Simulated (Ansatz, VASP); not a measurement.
Two plane-wave programs on Te2Mo

Contents of INCAR:

```
SYSTEM = Te2Mo
ALGO     = Normal         ! electronic algorithm
EDIFF    = 1E-6           ! SCF threshold, eV
ENCUT    = 520            ! plane-wave cutoff, eV
GGA      = PS             ! functional
ISIF     = 2              ! what is computed and relaxed
ISMEAR   = 0              ! smearing method
LASPH    = .TRUE.         ! aspherical terms in the spheres
LCHARG   = .FALSE.        ! write CHGCAR
LREAL    = .FALSE.        ! projectors in reciprocal space
LWAVE    = .FALSE.        ! write WAVECAR
NBANDS   = 20             ! bands
NELM     = 60             ! most SCF steps
PREC     = Accurate       ! precision mode
SIGMA    = 0.02           ! smearing width, eV
```

The input KPOINTS:

```
k-points
0
G
  9 9 2
  0 0 0
```

The input POSCAR:

```
Te2Mo
1.0
    3.5602328140      0.0000000000      0.0000000000
   -1.7801164070      3.0832520603      0.0000000000
    0.0000000000      0.0000000000     17.5240578200
Te Mo
2 1
Direct
    0.3333333300      0.6666666700      0.8978554500
    0.3333333300      0.6666666700      0.1021445500
   -0.0067243909     -0.0096456597      0.0018882613
```

Input for Ansatz:

```yaml
crystal:
  lattice:
    - [3.560232814, 0.0, 0.0]
    - [-1.780116407, 3.0832520603, 0.0]
    - [0.0, 0.0, 17.52405782]
  atoms:
    - { symbol: Te, position: [0.33333333, 0.66666667, 0.89785545] }
    - { symbol: Te, position: [0.33333333, 0.66666667, 0.10214455] }
    - { symbol: Mo, position: [-0.0067243909, -0.0096456597, 0.0018882613] }
basis:
  ecutwfc: 420
kpoints:
  mp_grid: { grid: [9, 9, 2] }
hamiltonian:
  xc: pbesol
scf:
  occupations: { method: gaussian, width: 0.02 }
output:
  forces: true
  stress: true
  eigenvalues: true
```

Change from the starting cell: one atom moved.

Alike in both runs: task single point; functional PBEsol; k mesh 9 × 9 × 2; occupations gaussian, width 0.02 eV; no spin polarisation.

|  | VASP | Ansatz |
| --- | --- | --- |
| version | VASP 6.6.1 | Ansatz 0.2.0 |
| potentials or method | VASP PAW PBE potentials, release 64 (Te, Mo_sv), cutoff 520 eV | scalar-relativistic, plane waves, PAW |
| valence electrons in the cell | 26 | 46 |

VASP gave:

```
gap on the k mesh at the Fermi level (eV) : 1.05
least direct gap on the mesh (eV)         : 1.05
rms of the force components (eV/Å)        : 0.339
```

Question: Which values does Ansatz return?

Answer: gap on the k mesh at the Fermi level (eV): 1.05; least direct gap on the mesh (eV): 1.05; rms of the force components (eV/Å): 0.340.

VASP's potentials were made for PBE, not for PBEsol. Atom by atom the forces differ by 0.014 eV/Å (rms over components). VASP's potentials hold 26 valence electrons a cell and Ansatz's 46, so a difference there can come from the potentials and not from the codes.

Neither program's run includes spin-orbit coupling.
